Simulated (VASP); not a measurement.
# MgO (F-43m) in VASP: a series of runs

MgO is run at these levels: PBE; tasks: single point.

Program: VASP 6.6.1. These are calculated values, not measurements. Logs are shortened: lines on timing, memory, paths and dates and some standing lists are left out, and cuts for length are marked.

### Step 1. The cell of the first run

Symmetry: F-43m, No. 216, cubic system. The conventional cell has a = 4.612 Å, b = 4.612 Å, c = 4.612 Å, α = 90.00°, β = 90.00°, γ = 90.00°. Within 2.6 Å of Mg (site symmetry -43m) lie 4 O at 2.00 Å. O (site symmetry -43m) has 4 Mg at 2.00 Å within 2.6 Å.

### Step 2. Single point, PBE

Input file INCAR:

```
  PREC = Accurate
  ENCUT = 520
  EDIFF = 1E-7
  ISMEAR = 0
  SIGMA = 0.01
  LREAL = False
  LASPH = True
  NELM = 100
  ALGO = Normal
  ISIF = 2
  LWAVE = False
  LCHARG = False
  GGA = PE
  NBANDS = 11
```

Input file KPOINTS:

```
Automatic mesh
0
Gamma
  8 8 8
```

Input file POSCAR:

```
MgO
1.0
    0.0000000000      2.3060412418      2.3060412418
    2.3060412418      0.0000000000      2.3060412418
    2.3060412418      2.3060412418      0.0000000000
Mg O
1 1
Direct
    0.0000000000      0.0000000000      0.0000000000
    0.2500000000      0.2500000000      0.2500000000
```

Potentials or basis: VASP PAW PBE potentials, release 64 (Mg, O).

Run with:

```sh
cat potpaw_PBE.64/Mg/POTCAR potpaw_PBE.64/O/POTCAR > POTCAR
mpirun -np 1 vasp_std > vasp.out
```

OUTCAR:

```text
PREC = Accurate
   ENCUT = 520
   EDIFF = 1E-7
   ISMEAR = 0
   LREAL = False
   LASPH = True
   NELM = 100
   ISIF = 2
   GGA = PE

 ion  position               nearest neighbor table
   1  0.000  0.000  0.000-   2 2.00   2 2.00   2 2.00   2 2.00
   2  0.250  0.250  0.250-   1 2.00   1 2.00   1 2.00   1 2.00

  LATTYP: Found a face centered cubic cell.
 ALAT       =     4.6120824836

  Lattice vectors:

 A1 = (   0.0000000000,   2.3060412418,   2.3060412418)
 A2 = (   2.3060412418,   0.0000000000,   2.3060412418)
 A3 = (   2.3060412418,   2.3060412418,   0.0000000000)

Analysis of symmetry for initial positions (statically):
=====================================================================
 Subroutine PRICEL returns:
 Original cell was already a primitive cell.

 Routine SETGRP: Setting up the symmetry group for a
 face centered cubic supercell.

 Subroutine GETGRP returns: Found 24 space group operations
 (whereof 24 operations were pure point group operations)
 out of a pool of 48 trial point group operations.

The static configuration has the point symmetry T_d .

Analysis of symmetry for dynamics (positions and initial velocities):
=====================================================================
 Subroutine PRICEL returns:
 Original cell was already a primitive cell.

 Routine SETGRP: Setting up the symmetry group for a
 face centered cubic supercell.

 Subroutine GETGRP returns: Found 24 space group operations
 (whereof 24 operations were pure point group operations)
 out of a pool of 48 trial point group operations.

The dynamic configuration has the point symmetry T_d .

 Subroutine INISYM returns: Found 24 space group operations
 (whereof 24 operations are pure point group operations),
 and found     1 'primitive' translations

----------------------------------------------------------------------------------------

                                     Primitive cell

  volume of cell :      24.5263

  direct lattice vectors                    reciprocal lattice vectors
     0.000000000  2.306041242  2.306041242    -0.216821794  0.216821794  0.216821794
     2.306041242  0.000000000  2.306041242     0.216821794 -0.216821794  0.216821794
     2.306041242  2.306041242  0.000000000     0.216821794  0.216821794 -0.216821794

  length of vectors
     3.261234800  3.261234800  3.261234800     0.375546364  0.375546364  0.375546364

  position of ions in fractional coordinates (direct lattice)
     0.000000000  0.000000000  0.000000000
     0.250000000  0.250000000  0.250000000

  ion indices of the primitive-cell ions
   primitive index   ion index
                 1           1
                 2           2

----------------------------------------------------------------------------------------

 KPOINTS: Automatic mesh

Automatic generation of k-mesh.
 Grid dimensions read from file:
 generate k-points for:    8    8    8

 Generating k-lattice:

  Cartesian coordinates                     Fractional coordinates (reciprocal lattice)
    -0.027102724  0.027102724  0.027102724     0.125000000  0.000000000  0.000000000
     0.027102724 -0.027102724  0.027102724     0.000000000  0.125000000  0.000000000
     0.027102724  0.027102724 -0.027102724     0.000000000  0.000000000  0.125000000

  Length of vectors
     0.046943296  0.046943296  0.046943296

  Shift w.r.t. Gamma in fractional coordinates (k-lattice)
     0.000000000  0.000000000  0.000000000

 Subroutine IBZKPT returns following result:
 ===========================================

 Found     29 irreducible k-points:

 Following reciprocal coordinates:
            Coordinates               Weight
  0.000000  0.000000  0.000000      1.000000
  0.125000  0.000000  0.000000      8.000000
  0.250000  0.000000  0.000000      8.000000
  0.375000  0.000000  0.000000      8.000000
  0.500000  0.000000  0.000000      4.000000
  0.125000  0.125000  0.000000      6.000000
[... 16 lines left out ...]
  0.500000  0.250000  0.125000     48.000000
 -0.375000  0.250000  0.125000     24.000000
 [... further k-points ...]
   k-points           NKPTS =     29   k-points in BZ     NKDIM =     29   number of bands    NBANDS=     11
   number of dos      NEDOS =    301   number of ions     NIONS =      2
   total plane-waves  NPLWV =  13824
   dimension x,y,z NGX =    24 NGY =   24 NGZ =   24
   dimension x,y,z NGXF=    48 NGYF=   48 NGZF=   48
   ions per type =               1   1
   NGX,Y,Z   is equivalent  to a cutoff of  12.23, 12.23, 12.23 a.u.
   NGXF,Y,Z  is equivalent  to a cutoff of  24.47, 24.47, 24.47 a.u.
 SYSTEM =  unknown system
   PREC   = accura    normal or accurate (medium, high low for compatibility)
   ISTART =      0    job   : 0-new  1-cont  2-samecut
   ICHARG =      2    charge: 1-file 2-atom 10-const
   ISPIN  =      1    spin polarized calculation?
   LNONCOLLINEAR =      F non collinear calculations
   LSORBIT =      F    spin-orbit coupling
   LASPH  =      T    aspherical Exc in radial PAW
   ENCUT  =  520.0 eV  38.22 Ry    6.18 a.u.   6.06  6.06  6.06*2*pi/ulx,y,z
   NELM   =    100;   NELMIN=  2; NELMDL= -5     # of ELM steps
   EDIFF  = 0.1E-06   stopping-criterion for ELM
   LREAL  =      F    real-space projection
   EDIFFG = 0.1E-05   stopping-criterion for IOM
   NSW    =      0    number of steps for IOM
   IBRION =     -1    ionic relax: 0-MD 1-quasi-New 2-CG
   NFREE  =      0    steps in history (QN), initial steepest desc. (CG)
   ISIF   =      2    stress and relaxation
   ISYM   =      2    0-nonsym 1-usesym 2-fastsym
   POTIM  = 0.5000    time-step for ionic-motion
   TEBEG  =    0.0;   TEEND  =   0.0 temperature during run
   PSTRESS=    0.0 pullay stress
   NELECT =       8.0000    total number of electrons
   NUPDOWN=      -1.0000    fix difference up-down
   EMIN   =  10.00;   EMAX   =-10.00  energy-range for DOS
   EFERMI =   0.00;   METHOD = LEGACY
   ISMEAR =     0;   SIGMA  =   0.01  broadening in eV -4-tet -1-fermi 0-gaus
   EFERMI_NEDOS =   21; number of points for ismear=-14 and -15
   IALGO  =     38    algorithm
   IMIX   =      4    mixing-type and parameters
     AMIX     =   0.40;   BMIX     =  1.00
     AMIX_MAG =   1.60;   BMIX_MAG =  1.00
  volume/ion in A,a.u.               =      12.26        82.76
  Fermi-wavevector in a.u.,A,eV,Ry     =   1.126923  2.129577 17.278807  1.269957
  Thomas-Fermi vector in A             =   2.263607
   LORBIT       =      0    0 simple, 1 ext, 2 COOP (PROOUT), +10 PAW based schemes
   GGA     = PE    functional components
   LHFCALC =     F    Hartree Fock is set to
   AEXX    =    0.0000 exact exchange contribution
   IVDW    =     0    specifies the selected vdW correction
   LEPSILON=     F    determine dielectric tensor
   LRPA    =     F    only Hartree local field effects (RPA)
 non-spin polarized calculation
 Gauss-broadening in eV      SIGMA  =   0.01
  energy-cutoff  :      520.00
  volume of cell :       24.53
 maximum number of plane-waves:       684
   NGX = 13   NGY = 13   NGZ = 13

 number of electron       8.0000001 magnetization

 Free energy of the ion-electron system (eV)
  ---------------------------------------------------
  ext. energy  EPLUGINS =         0.00000000
  ---------------------------------------------------
  free energy    TOTEN  =       -11.70112879 eV

  energy without entropy =      -11.70112879  energy(sigma->0) =      -11.70112879

 E-fermi :   0.7819     XC(G=0):  -9.5864

 val. band max:        0.6280973560   @ k =   0.0000   0.0000   0.0000
 cond. band min:       4.0939752432   @ k =   0.0000   0.0000   0.0000
 fundamental gap:      3.4658778871
 Fermi energy:         0.7818974912

 k-point     1 :       0.0000    0.0000    0.0000
  band No.  band energies     occupation
      1     -15.1832      2.00000
      2       0.6281      2.00000
      3       0.6281      2.00000
      4       0.6281      2.00000
      5       4.0940      0.00000
      6      17.0992      0.00000
      7      17.0992      0.00000
      8      17.0992      0.00000
      9      20.6516      0.00000
     10      20.6518      0.00000
     11      20.6844      0.00000

 k-point     2 :       0.1250    0.0000    0.0000
  band No.  band energies     occupation
      1     -15.0976      2.00000
      2      -0.0496      2.00000
      3       0.6004      2.00000
      4       0.6004      2.00000
      5       4.9053      0.00000
      6      15.8112      0.00000
      7      17.0350      0.00000
      8      17.0350      0.00000
      9      19.0782      0.00000
     10      19.0782      0.00000
     11      19.9998      0.00000

 k-point     3 :       0.2500    0.0000    0.0000
  band No.  band energies     occupation
      1     -14.8830      2.00000
      2      -1.1699      2.00000
      3       0.5350      2.00000
      4       0.5350      2.00000
      5       6.4224      0.00000
      6      13.5553      0.00000
      7      16.1693      0.00000
      8      16.1693      0.00000
      9      19.5031      0.00000
     10      19.5031      0.00000
     11      19.5320      0.00000

 k-point     4 :       0.3750    0.0000    0.0000
  band No.  band energies     occupation
      1     -14.6563      2.00000
      2      -2.0171      2.00000
      3       0.4715      2.00000
      4       0.4715      2.00000
      5       7.9779      0.00000
      6      11.4815      0.00000
      7      15.3181      0.00000
      8      15.3181      0.00000
      9      19.6507      0.00000
     10      20.9684      0.00000
     11      20.9684      0.00000

 k-point     5 :       0.5000    0.0000    0.0000
  band No.  band energies     occupation
      1     -14.5582      2.00000
      2      -2.3284      2.00000
      3       0.4458      2.00000
      4       0.4458      2.00000
      5       9.1941      0.00000
      6      10.0770      0.00000
      7      15.0128      0.00000
      8      15.0128      0.00000
      9      19.8734      0.00000
     10      21.9422      0.00000
     11      21.9422      0.00000
[... 211 lines left out ...]
 k-point    21 :       0.5000    0.5000    0.0000
  band No.  band energies     occupation
      1     -14.3739      2.00000
      2      -1.8147      2.00000
      3      -0.0977      2.00000
      4      -0.0977      2.00000
      5       6.8092      0.00000
      6      12.0172      0.00000
      7      14.2919      0.00000
      8      16.9299      0.00000
      9      16.9299      0.00000
     10      22.0701      0.00000
     11      26.8395      0.00000

 k-point    22 :       0.3750    0.2500    0.1250
  band No.  band energies     occupation
      1     -14.7238      2.00000
      2      -1.3463      2.00000
      3       0.0440      2.00000
      4       0.4019      2.00000
      5       7.2744      0.00000
      6      12.8768      0.00000
      7      14.2238      0.00000
      8      16.2005      0.00000
      9      17.9579      0.00000
     10      21.6788      0.00000
     11      23.2119      0.00000

 k-point    23 :       0.5000    0.2500    0.1250
  band No.  band energies     occupation
      1     -14.5422      2.00000
      2      -1.7197      2.00000
      3      -0.2503      2.00000
      4       0.2833      2.00000
      5       8.3716      0.00000
      6      11.4835      0.00000
      7      13.7959      0.00000
      8      15.6648      0.00000
      9      19.1388      0.00000
     10      21.7098      0.00000
     11      23.6963      0.00000

 k-point    24 :      -0.3750    0.2500    0.1250
  band No.  band energies     occupation
      1     -14.4648      2.00000
      2      -1.8634      2.00000
      3      -0.3519      2.00000
      4       0.2138      2.00000
      5       9.0333      0.00000
      6      10.6759      0.00000
      7      13.7790      0.00000
      8      15.4615      0.00000
      9      20.0648      0.00000
     10      21.1168      0.00000
     11      24.1561      0.00000

 [... further k-points ...]
[... 5 lines left out ...]
  --------------------------------------------------------------------------------------
  -------------------------------------------------------------------------------------
  Total       -0.0559958     -0.0559958     -0.0559958      0.0000000      0.0000000      0.0000000
  in kB       -3.6579275     -3.6579275     -3.6579275      0.0000000      0.0000000      0.0000000
  external PRESSURE =      -3.6579275 kB  Pullay stress =       0.0000000 kB

 VOLUME and BASIS-vectors are now :
 -----------------------------------------------------------------------------
  energy-cutoff  :      520.00
  volume of cell :       24.53
      direct lattice vectors                 reciprocal lattice vectors
     0.000000000  2.306041242  2.306041242    -0.216821794  0.216821794  0.216821794
     2.306041242  0.000000000  2.306041242     0.216821794 -0.216821794  0.216821794
     2.306041242  2.306041242  0.000000000     0.216821794  0.216821794 -0.216821794

 POSITION                                       TOTAL-FORCE (eV/Angst)
 -----------------------------------------------------------------------------------
      0.00000      0.00000      0.00000         0.000000      0.000000      0.000000
      1.15302      1.15302      1.15302        -0.000000     -0.000000     -0.000000
 -----------------------------------------------------------------------------------
    total drift:                               -0.000000     -0.000000     -0.000000

  FREE ENERGIE OF THE ION-ELECTRON SYSTEM (eV)
  ---------------------------------------------------
  free  energy   TOTEN  =       -11.7011287910 eV

  energy  without entropy=      -11.7011287910  energy(sigma->0) =      -11.70112879
```

Wall time 3.3 s (1 thread of Intel Xeon 6975P-C (Granite Rapids), shared host); peak memory 0.13 GiB.

Results:

| Item | Value |
| --- | --- |
| Free energy | -11.7011 eV |
| Pressure | -0.4 GPa |
| Band gap on the k mesh | 3.47 eV, direct |

### Step 3. Single point, PBE (volume changed by -6%)

Input file INCAR:

```
PREC = Accurate
ENCUT = 520
EDIFF = 1E-7
ISMEAR = 0
SIGMA = 0.01
LREAL = False
LASPH = True
NELM = 80
ALGO = Normal
ISIF = 2
LWAVE = False
LCHARG = True
GGA = PE
LELF = True
LVHAR = True
NBANDS = 11
```

Input file KPOINTS:

```
regular mesh
0
Gamma
  8 8 8
```

Input file POSCAR:

```
MgO
1.0
    0.0000000000      2.2589659666      2.2589659666
    2.2589659666      0.0000000000      2.2589659666
    2.2589659666      2.2589659666      0.0000000000
Mg O
1 1
Direct
    0.0000000000      0.0000000000      0.0000000000
    0.2500000000      0.2500000000      0.2500000000
```

Potentials or basis: VASP PAW PBE potentials, release 64 (Mg, O).

Run with:

```sh
cat potpaw_PBE.64/Mg/POTCAR potpaw_PBE.64/O/POTCAR > POTCAR
mpirun -np 1 vasp_std > vasp.out
```

It took 3.3 s on 1 thread of Intel Xeon 6975P-C (Granite Rapids), shared host; peak memory 0.13 GiB.

The run converged. Its results:

```
Free energy            : -11.6680 eV
Pressure               : 7.7 GPa
Band gap on the k mesh : 3.82 eV, direct
```

Levels at points of the mesh, in eV from the valence-band top:
| k point | band 1 | band 2 | band 3 | band 4 | band 5 | band 6 | band 7 | band 8 | band 9 |
| --- | --- | --- | --- | --- | --- | --- | --- | --- | --- |
| (0.00, 0.00, 0.00) | -15.99 | 0.00 | 0.00 | 0.00 | 3.82 | 17.15 | 17.15 | 17.15 | 20.61 |
| (0.50, 0.00, 0.00) | -15.28 | -3.12 | -0.18 | -0.18 | 9.01 | 9.93 | 14.86 | 14.86 | 20.08 |
| (0.50, 0.50, 0.00) | -15.07 | -2.58 | -0.75 | -0.75 | 6.33 | 11.72 | 14.56 | 17.05 | 17.05 |

### Step 4. Single point, PBE (volume changed by -3%)

Input file INCAR:

```
SYSTEM = MgO
PREC = Accurate
ENCUT = 520
EDIFF = 1E-6
ISMEAR = 0
SIGMA = 0.01
LREAL = .FALSE.
LASPH = .TRUE.
NELM = 100
ALGO = Normal
ISIF = 2
LWAVE = .FALSE.
LCHARG = .FALSE.
GGA = PE
NBANDS = 11
```

Input file KPOINTS:

```
Automatic mesh
0
G
  8 8 8
  0 0 0
```

Input file POSCAR:

```
MgO
1.0
    0.0000000000      2.2827463033      2.2827463033
    2.2827463033      0.0000000000      2.2827463033
    2.2827463033      2.2827463033      0.0000000000
Mg O
1 1
Direct
    0.0000000000      0.0000000000      0.0000000000
    0.2500000000      0.2500000000      0.2500000000
```

Run with:

```sh
cat potpaw_PBE.64/Mg/POTCAR potpaw_PBE.64/O/POTCAR > POTCAR
mpirun -np 1 vasp_std > vasp.out
```

It took 3.2 s on 1 thread of Intel Xeon 6975P-C (Granite Rapids), shared host; peak memory 0.13 GiB.

It converged, with:

```
Free energy            : -11.6938 eV
Pressure               : 3.3 GPa
Band gap on the k mesh : 3.64 eV, direct
```

Levels at points of the mesh, in eV from the valence-band top:
```
           k point  band 1  band 2  band 3  band 4  band 5  band 6  band 7  band 8  band 9
(0.00, 0.00, 0.00)  -15.90    0.00    0.00    0.00    3.64   16.80   16.80   16.80   20.31
(0.50, 0.00, 0.00)  -15.23   -3.04   -0.18   -0.18    8.78    9.68   14.62   14.62   19.65
(0.50, 0.50, 0.00)  -15.03   -2.51   -0.74   -0.74    6.26   11.55   14.10   16.67   16.67
```

### Step 5. Single point, PBE (volume changed by +3%)

Input file INCAR:

```
SYSTEM = MgO
ALGO = Normal
EDIFF = 1E-7
ENCUT = 520
GGA = PE
ISIF = 2
ISMEAR = 0
LASPH = .True.
LCHARG = .False.
LREAL = .False.
LWAVE = .False.
NBANDS = 11
NELM = 80
PREC = Accurate
SIGMA = 0.01
```

Input file KPOINTS:

```
k-points
0
Gamma
  8 8 8
  0 0 0
```

Input file POSCAR:

```
MgO
1.0
    0.0000000000      2.3288748183      2.3288748183
    2.3288748183      0.0000000000      2.3288748183
    2.3288748183      2.3288748183      0.0000000000
Mg O
1 1
Direct
    0.0000000000      0.0000000000      0.0000000000
    0.2500000000      0.2500000000      0.2500000000
```

Run with:

```sh
cat potpaw_PBE.64/Mg/POTCAR potpaw_PBE.64/O/POTCAR > POTCAR
mpirun -np 1 vasp_std > vasp.out
```

Wall time 3.7 s (1 thread of Intel Xeon 6975P-C (Granite Rapids), shared host); peak memory 0.13 GiB.

The run converged. Its results:

* Free energy: -11.6926 eV
* Pressure: -3.6 GPa
* Band gap on the k mesh: 3.31 eV, direct

Levels at points of the mesh, in eV from the valence-band top:
```tsv
k point	band 1	band 2	band 3	band 4	band 5	band 6	band 7	band 8	band 9
(0.00, 0.00, 0.00)	-15.73	0.00	0.00	0.00	3.31	16.15	16.15	16.15	19.73
(0.50, 0.00, 0.00)	-15.15	-2.88	-0.18	-0.18	8.36	9.23	14.16	14.16	18.86
(0.50, 0.50, 0.00)	-14.97	-2.38	-0.71	-0.71	6.11	11.23	13.25	15.95	15.95
```

(Continued in part 2 of 2.)
